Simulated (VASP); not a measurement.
# Se (P3_121) in VASP: further runs

Runs on Se. Level: PBEsol. Tasks: relaxation of cell and atoms, relaxation of shape and atoms at fixed volume.

Program: VASP 6.6.1. These are calculated values, not measurements. Logs are shortened: lines on timing, memory, paths and dates and some standing lists are left out, and cuts for length are marked.

## (1) The cell of the first run

Symmetry: P3_121, No. 152, trigonal system. The conventional cell has a = 4.042 Å, b = 4.042 Å, c = 5.118 Å, α = 90.00°, β = 90.00°, γ = 120.00°. Se (site symmetry 2) has 6 Se at 2.44 to 3.18 Å within 3.2 Å.

## (2) Relaxation of cell and atoms, PBEsol

The input, INCAR:

```
ALGO = Normal
EDIFF = 1E-6
EDIFFG = -0.005
ENCUT = 600
GGA = PS
IBRION = 2
ISIF = 3
ISMEAR = 0
LASPH = True
LCHARG = False
LREAL = False
LWAVE = False
NELM = 100
NSW = 100
PREC = Accurate
SIGMA = 0.02
```

The input, KPOINTS:

```
k-points
0
Gamma
  12 12 8
```

The input, POSCAR:

```
Se
1.0
    4.0415168391      0.0000000000      0.0000000000
   -2.0207584196      3.5000562524      0.0000000000
    0.0000000000      0.0000000000      5.1178959585
Se
3
Direct
    0.2486416704      0.0000000000      0.3333333333
    0.0000000000      0.2486416704      0.6666666667
    0.7513583296      0.7513583296      0.0000000000
```

Potentials or basis: VASP PAW PBE potentials, release 64 (Se).

On the command line:

```console
$ cat potpaw_PBE.64/Se/POTCAR > POTCAR
$ mpirun -np 1 vasp_std > vasp.out
```

OUTCAR:

```text
EDIFF = 1E-6
   EDIFFG = -0.005
   ENCUT = 600
   GGA = PS
   IBRION = 2
   ISIF = 3
   ISMEAR = 0
   LASPH = True
   LREAL = False
   NELM = 100
   NSW = 100
   PREC = Accurate

 ion  position               nearest neighbor table
   1  0.249  0.000  0.333-   3 2.44   2 2.44
   2  0.000  0.249  0.667-   3 2.44   1 2.44
   3  0.751  0.751  0.000-   2 2.44   1 2.44

  LATTYP: Found a hexagonal cell.
 ALAT       =     4.0415168391
 C/A-ratio  =     1.2663304799

  Lattice vectors:

 A1 = (   4.0415168391,   0.0000000000,   0.0000000000)
 A2 = (  -2.0207584196,   3.5000562524,   0.0000000000)
 A3 = (   0.0000000000,   0.0000000000,   5.1178959585)

Analysis of symmetry for initial positions (statically):
=====================================================================
 Subroutine PRICEL returns:
 Original cell was already a primitive cell.

 Routine SETGRP: Setting up the symmetry group for a
 hexagonal supercell.

 Subroutine GETGRP returns: Found  6 space group operations
 (whereof  2 operations were pure point group operations)
 out of a pool of 24 trial point group operations.

The static configuration has the point symmetry C_2 .
 The point group associated with its full space group is D_3 .

Analysis of symmetry for dynamics (positions and initial velocities):
=====================================================================
 Subroutine PRICEL returns:
 Original cell was already a primitive cell.

 Routine SETGRP: Setting up the symmetry group for a
 hexagonal supercell.

 Subroutine GETGRP returns: Found  6 space group operations
 (whereof  2 operations were pure point group operations)
 out of a pool of 24 trial point group operations.

The dynamic configuration has the point symmetry C_2 .
 The point group associated with its full space group is D_3 .

 Subroutine INISYM returns: Found  6 space group operations
 (whereof  2 operations are pure point group operations),
 and found     1 'primitive' translations

----------------------------------------------------------------------------------------

                                     Primitive cell

  volume of cell :      72.3954

  direct lattice vectors                    reciprocal lattice vectors
     4.041516839  0.000000000  0.000000000     0.247431853  0.142854847  0.000000000
    -2.020758420  3.500056252  0.000000000     0.000000000  0.285709694  0.000000000
     0.000000000  0.000000000  5.117895959     0.000000000  0.000000000  0.195392796

  length of vectors
     4.041516839  4.041516839  5.117895959     0.285709694  0.285709694  0.195392796

  position of ions in fractional coordinates (direct lattice)
     0.248641670  0.000000000  0.333333333
     0.000000000  0.248641670  0.666666667
     0.751358330  0.751358330  0.000000000

  ion indices of the primitive-cell ions
   primitive index   ion index
                 1           1
                 2           2
                 3           3

----------------------------------------------------------------------------------------

 KPOINTS: k-points

Automatic generation of k-mesh.
 Grid dimensions read from file:
 generate k-points for:   12   12    8

 Generating k-lattice:

  Cartesian coordinates                     Fractional coordinates (reciprocal lattice)
     0.020619321  0.011904571  0.000000000     0.083333333  0.000000000  0.000000000
     0.000000000  0.023809141  0.000000000     0.000000000  0.083333333  0.000000000
     0.000000000  0.000000000  0.024424099     0.000000000  0.000000000  0.125000000

  Length of vectors
     0.023809141  0.023809141  0.024424099

  Shift w.r.t. Gamma in fractional coordinates (k-lattice)
     0.000000000  0.000000000  0.000000000

 Subroutine IBZKPT returns following result:
 ===========================================

 Found    131 irreducible k-points:

 Following reciprocal coordinates:
            Coordinates               Weight
  0.000000  0.000000  0.000000      1.000000
  0.083333  0.000000  0.000000      6.000000
  0.166667  0.000000  0.000000      6.000000
  0.250000  0.000000  0.000000      6.000000
  0.333333  0.000000  0.000000      6.000000
  0.416667  0.000000  0.000000      6.000000
[... 16 lines left out ...]
  0.166667  0.000000  0.125000      6.000000
  0.000000  0.166667  0.125000      6.000000
 [... further k-points ...]
   k-points           NKPTS =    131   k-points in BZ     NKDIM =    131   number of bands    NBANDS=     13
   number of dos      NEDOS =    301   number of ions     NIONS =      3
   total plane-waves  NPLWV =  43008
   dimension x,y,z NGX =    32 NGY =   32 NGZ =   42
   dimension x,y,z NGXF=    64 NGYF=   64 NGZF=   84
   ions per type =               3
   NGX,Y,Z   is equivalent  to a cutoff of  13.16, 13.16, 13.64 a.u.
   NGXF,Y,Z  is equivalent  to a cutoff of  26.33, 26.33, 27.29 a.u.
 SYSTEM =  unknown system
   PREC   = accura    normal or accurate (medium, high low for compatibility)
   ISTART =      0    job   : 0-new  1-cont  2-samecut
   ICHARG =      2    charge: 1-file 2-atom 10-const
   ISPIN  =      1    spin polarized calculation?
   LNONCOLLINEAR =      F non collinear calculations
   LSORBIT =      F    spin-orbit coupling
   LASPH  =      T    aspherical Exc in radial PAW
   ENCUT  =  600.0 eV  44.10 Ry    6.64 a.u.   8.07  8.07 10.22*2*pi/ulx,y,z
   NELM   =    100;   NELMIN=  2; NELMDL= -5     # of ELM steps
   EDIFF  = 0.1E-05   stopping-criterion for ELM
   LREAL  =      F    real-space projection
   EDIFFG = -.5E-02   stopping-criterion for IOM
   NSW    =    100    number of steps for IOM
   IBRION =      2    ionic relax: 0-MD 1-quasi-New 2-CG
   NFREE  =      1    steps in history (QN), initial steepest desc. (CG)
   ISIF   =      3    stress and relaxation
   ISYM   =      2    0-nonsym 1-usesym 2-fastsym
   POTIM  = 0.5000    time-step for ionic-motion
   TEBEG  =    0.0;   TEEND  =   0.0 temperature during run
   PSTRESS=    0.0 pullay stress
   NELECT =      18.0000    total number of electrons
   NUPDOWN=      -1.0000    fix difference up-down
   EMIN   =  10.00;   EMAX   =-10.00  energy-range for DOS
   EFERMI =   0.00;   METHOD = LEGACY
   ISMEAR =     0;   SIGMA  =   0.02  broadening in eV -4-tet -1-fermi 0-gaus
   EFERMI_NEDOS =   21; number of points for ismear=-14 and -15
   IALGO  =     38    algorithm
   IMIX   =      4    mixing-type and parameters
     AMIX     =   0.40;   BMIX     =  1.00
     AMIX_MAG =   1.60;   BMIX_MAG =  1.00
  volume/ion in A,a.u.               =      24.13       162.85
  Fermi-wavevector in a.u.,A,eV,Ry     =   1.029427  1.945334 14.418353  1.059719
  Thomas-Fermi vector in A             =   2.163474
   LORBIT       =      0    0 simple, 1 ext, 2 COOP (PROOUT), +10 PAW based schemes
   GGA     = PS    functional components
   LHFCALC =     F    Hartree Fock is set to
   AEXX    =    0.0000 exact exchange contribution
   IVDW    =     0    specifies the selected vdW correction
   LEPSILON=     F    determine dielectric tensor
   LRPA    =     F    only Hartree local field effects (RPA)
 conjugate gradient relaxation of ions
 non-spin polarized calculation
 Gauss-broadening in eV      SIGMA  =   0.02
  energy-cutoff  :      600.00
  volume of cell :       72.40
 maximum number of plane-waves:      2438
   NGX = 17   NGY = 17   NGZ = 21

--------------------------------------- Ionic step        1  -------------------------------------------

 number of electron      18.0000004 magnetization

 Free energy of the ion-electron system (eV)
  ---------------------------------------------------
  ext. energy  EPLUGINS =         0.00000000
  ---------------------------------------------------
  free energy    TOTEN  =       -11.56100340 eV

  energy without entropy =      -11.56100340  energy(sigma->0) =      -11.56100340

------------------------ aborting loop because EDIFF is reached ----------------------------------------

  FORCE on cell =-STRESS in cart. coord.  units (eV):
  Direction    XX          YY          ZZ          XY          YZ          ZX
  --------------------------------------------------------------------------------------
  -------------------------------------------------------------------------------------
  Total        0.0475830      0.0475830      0.1197263     -0.0000000      0.0000000      0.0000000
  in kB        1.0530559      1.0530559      2.6496543     -0.0000000      0.0000000      0.0000000
  external PRESSURE =       1.5852554 kB  Pullay stress =       0.0000000 kB
[... 244 lines left out ...]
  energy  without entropy=      -11.5611309890  energy(sigma->0) =      -11.56113099

--------------------------------------- Ionic step        8  -------------------------------------------

 number of electron      18.0000004 magnetization

 Free energy of the ion-electron system (eV)
  ---------------------------------------------------
  ext. energy  EPLUGINS =         0.00000000
  ---------------------------------------------------
  free energy    TOTEN  =       -11.56116073 eV

  energy without entropy =      -11.56116073  energy(sigma->0) =      -11.56116073

 E-fermi :   3.8330     XC(G=0):  -9.6850

 val. band max:        3.7392115093   @ k =   0.3333   0.3333   0.5000
 cond. band min:       4.1732061506   @ k =   0.3333   0.3333   0.5000
 fundamental gap:      0.4339946414
 Fermi energy:         3.8329953728

 k-point     1 :       0.0000    0.0000    0.0000
  band No.  band energies     occupation
      1     -12.3271      2.00000
      2      -8.2333      2.00000
      3      -8.2333      2.00000
      4       0.0499      2.00000
      5       0.2884      2.00000
      6       0.2884      2.00000
      7       1.8314      2.00000
      8       1.8314      2.00000
      9       3.1772      2.00000
     10       5.1591      0.00000
     11       5.1591      0.00000
     12       5.7631      0.00000
     13       9.9929      0.00000
[... 353 lines left out ...]
 k-point    24 :       0.0000    0.1667    0.1250
  band No.  band energies     occupation
      1     -12.0693      2.00000
      2      -9.0577      2.00000
      3      -7.4622      2.00000
      4      -0.9473      2.00000
      5      -0.6283      2.00000
      6       0.2666      2.00000
      7       2.1464      2.00000
      8       2.6573      2.00000
      9       3.1296      2.00000
     10       4.7957      0.00000
     11       4.9873      0.00000
     12       5.6981      0.00000
     13       9.1602      0.00000

 [... further k-points ...]

------------------------ aborting loop because EDIFF is reached ----------------------------------------

  FORCE on cell =-STRESS in cart. coord.  units (eV):
  Direction    XX          YY          ZZ          XY          YZ          ZX
  --------------------------------------------------------------------------------------
  -------------------------------------------------------------------------------------
  Total       -0.0085616     -0.0085616      0.0017301      0.0000000      0.0000000     -0.0000000
  in kB       -0.1894016     -0.1894016      0.0382736      0.0000000      0.0000000     -0.0000000
  external PRESSURE =      -0.1135099 kB  Pullay stress =       0.0000000 kB
[... 18 lines left out ...]
  FREE ENERGIE OF THE ION-ELECTRON SYSTEM (eV)
  ---------------------------------------------------
  free  energy   TOTEN  =       -11.5611607272 eV

  energy  without entropy=      -11.5611607272  energy(sigma->0) =      -11.56116073

 reached required accuracy - stopping structural energy minimisation
```

It took 7.1 min on 1 thread of Oxide Virtual Turin-like, shared host; peak memory 0.26 GiB.

What came out:

| Property | Result |
| --- | --- |
| Free energy | -11.5612 eV |
| Relaxed volume | 24.14 Å³/atom |
| Relaxed cell | a = 4.039 Å, b = 4.039 Å, c = 5.126 Å, α = 90.00°, β = 90.00°, γ = 120.00° |
| Space group after relaxing (to 0.05 Å) | P3_121 (No. 152) |
| Energy gained by relaxing | 0.1 meV/atom |
| Ionic steps | 8 |
| Pressure after relaxing | 0.0 GPa |
| Largest force after relaxing | 0.003 eV/Å |
| Band gap on the k mesh | 0.43 eV, direct |

Forces in eV/Å, atoms in the order of the input:
```
Se   0.003  0.000  0.000
Se  -0.002  0.003  0.000
Se  -0.002 -0.003  0.000
```

Step by step:
| step | energy change (eV) | largest force (eV/Å) | pressure (GPa) | volume (Å³) |
| --- | --- | --- | --- | --- |
| 1 | 0.0000 | 0.0286 | 0.16 | 72.40 |
| 2 | 0.0000 | 0.0116 | -0.16 | 72.65 |
| 3 | -0.0001 | 0.0061 | -0.02 | 72.53 |
| 4 | -0.0001 | 0.0057 | -0.02 | 72.54 |
| 5 | -0.0001 | 0.0030 | -0.10 | 72.59 |
| 6 | -0.0001 | 0.0052 | -0.03 | 72.54 |
| 7 | -0.0001 | 0.0047 | -0.03 | 72.51 |
| 8 | -0.0002 | 0.0031 | -0.01 | 72.42 |

Final structure:
```
Se
1.0
     4.03922    0.00000    0.00000
    -2.01961    3.49807    0.00000
     0.00000    0.00000    5.12574
Se
3
Direct
  0.24914 0.00000 0.33333
  0.00000 0.24914 0.66667
  0.75086 0.75086 0.00000
```

Caveat: the PAW data sets were made with another functional, which shifts forces and pressure a little.

## (3) Relaxation of cell and atoms, PBEsol

INCAR is that of step 2.

KPOINTS is that of step 2.

The input, POSCAR:

```
Se
1.0
    4.0415167813      0.0000000000      0.0000000000
   -2.0207583906      3.5000562024      0.0000000000
    0.0000000000      0.0000000000      5.1178955428
Se
3
Direct
    0.2486417164      0.0000000000      0.3333333333
    0.0000000000      0.2486417164      0.6666666667
    0.7513582836      0.7513582836      0.0000000000
```

Potentials or basis: VASP PAW PBE potentials, release 64 (Se).

On the command line:

```console
$ cat potpaw_PBE.64/Se/POTCAR > POTCAR
$ mpirun -np 1 vasp_std > vasp.out
```

Wall time 6.4 min (1 thread of Oxide Virtual Turin-like, shared host); peak memory 0.27 GiB.

Results (log left out):

| Quantity | Value |
| --- | --- |
| Free energy | -11.5612 eV |
| Relaxed volume | 24.14 Å³/atom |
| Relaxed cell | a = 4.039 Å, b = 4.039 Å, c = 5.126 Å, α = 90.00°, β = 90.00°, γ = 120.00° |
| Space group after relaxing (to 0.05 Å) | P3_121 (No. 152) |
| Energy gained by relaxing | 0.1 meV/atom |
| Ionic steps | 8 |
| Pressure after relaxing | 0.0 GPa |
| Largest force after relaxing | 0.003 eV/Å |
| Band gap on the k mesh | 0.43 eV, direct |

Forces in eV/Å, atoms in the order of the input:
```
Se   0.003  0.000  0.000
Se  -0.002  0.003  0.000
Se  -0.002 -0.003  0.000
```

Step by step:
```tsv
step	energy change (eV)	largest force (eV/Å)	pressure (GPa)	volume (Å³)
1	0.0000	0.0286	0.16	72.40
2	0.0000	0.0116	-0.16	72.65
3	-0.0001	0.0061	-0.02	72.53
4	-0.0001	0.0057	-0.02	72.54
5	-0.0001	0.0030	-0.10	72.59
6	-0.0001	0.0052	-0.03	72.54
7	-0.0001	0.0047	-0.03	72.51
8	-0.0002	0.0031	-0.01	72.42
```

Final structure:
```
Se
1.0
     4.03922    0.00000    0.00000
    -2.01961    3.49807    0.00000
     0.00000    0.00000    5.12574
Se
3
Direct
  0.24914 0.00000 0.33333
  0.00000 0.24914 0.66667
  0.75086 0.75086 0.00000
```

Levels at points of the mesh, in eV from the valence-band top:
```
           k point  band 7  band 8  band 9  band 10  band 11  band 12
(0.00, 0.00, 0.00)   -1.91   -1.91   -0.56     1.42     1.42     2.02
(0.50, 0.00, 0.00)   -3.67   -1.48   -0.99     1.39     1.64     4.24
(0.00, 0.00, 0.50)   -1.41   -1.36   -1.36     0.87     0.87     0.88
(0.50, 0.00, 0.50)   -2.50   -2.01   -0.10     1.26     2.47     2.96
```

Caveat: the PAW data sets were made with another functional, which shifts forces and pressure a little.

## (4) Relaxation of shape and atoms at fixed volume, PBEsol (volume scaled by 1.03)

The input, INCAR:

```
SYSTEM = Se
  PREC = Accurate
  ENCUT = 600
  EDIFF = 1E-7
  ISMEAR = 0
  SIGMA = 0.02
  LREAL = .FALSE.
  LASPH = .TRUE.
  NELM = 100
  ALGO = Normal
  ISIF = 4
  LWAVE = .FALSE.
  LCHARG = .FALSE.
  GGA = PS
  IBRION = 2
  NSW = 50
  EDIFFG = -0.01
```

The input, KPOINTS:

```
Automatic mesh
0
G
  12 12 8
  0 0 0
```

The input, POSCAR:

```
Se
1.0
    4.0815344015      0.0000000000      0.0000000000
   -2.0407672007      3.5347124781      0.0000000000
    0.0000000000      0.0000000000      5.1685710716
Se
3
Direct
    0.2486417164      0.0000000000      0.3333333333
    0.0000000000      0.2486417164      0.6666666667
    0.7513582836      0.7513582836      0.0000000000
```

On the command line:

```console
$ cat potpaw_PBE.64/Se/POTCAR > POTCAR
$ mpirun -np 1 vasp_std > vasp.out
```

Wall time 7.3 min (1 thread of Oxide Virtual Turin-like, shared host); peak memory 0.27 GiB.

Results (log left out):

```yaml
Free_energy: -11.5568 eV
Energy_gained_by_relaxing: 2.3 meV/atom
Ionic_steps: 5
Pressure_after_relaxing: -0.6 GPa
Largest_force_after_relaxing: 0.006 eV/Å
Band_gap_on_the_k_mesh: 0.49 eV, indirect (least direct gap 0.53 eV)
```

Forces on the atoms (eV/Å):
```
Se   0.006  0.000  0.000
Se  -0.003  0.005  0.000
Se  -0.003 -0.005  0.000
```

Stress tensor (GPa, compression positive):
```
-0.59  0.00  0.00
 0.00 -0.59  0.00
 0.00  0.00 -0.67
```

Step by step:
```
step  energy change (eV)  largest force (eV/Å)  pressure (GPa)  volume (Å³)
   1              0.0000                0.1808           -1.75        74.57
   2             -0.0048                0.0958           -1.23        74.57
   3             -0.0067                0.0027           -0.66        74.57
   4             -0.0067                0.0095           -0.62        74.57
   5             -0.0068                0.0055           -0.61        74.57
```

Final structure:
```xyz
3
Lattice="4.1002 0.0000 0.0000 -2.0501 3.5509 0.0000 0.0000 0.0000 5.1216" Properties=species:S:1:pos:R:3 pbc="T T T"
Se   -1.0487    3.5509    1.7072
Se    3.5995    0.8672    3.4144
Se    1.5494    2.6837    0.0000
```

Levels at points of the mesh, in eV from the valence-band top:
| k point | band 7 | band 8 | band 9 | band 10 | band 11 | band 12 |
| --- | --- | --- | --- | --- | --- | --- |
| (0.00, 0.00, 0.00) | -1.89 | -1.89 | -0.50 | 1.46 | 1.46 | 2.03 |
| (0.50, 0.00, 0.00) | -3.48 | -1.53 | -1.00 | 1.48 | 1.76 | 4.22 |
| (0.00, 0.00, 0.50) | -1.39 | -1.39 | -1.36 | 0.93 | 0.93 | 0.94 |
| (0.50, 0.00, 0.50) | -2.36 | -1.87 | -0.08 | 1.31 | 2.52 | 2.90 |

Caveat: the cell differs from its parent crystal (volume scaled by 1.03); the PAW data sets were made with another functional, which shifts forces and pressure a little. A k mesh can miss the band edges.
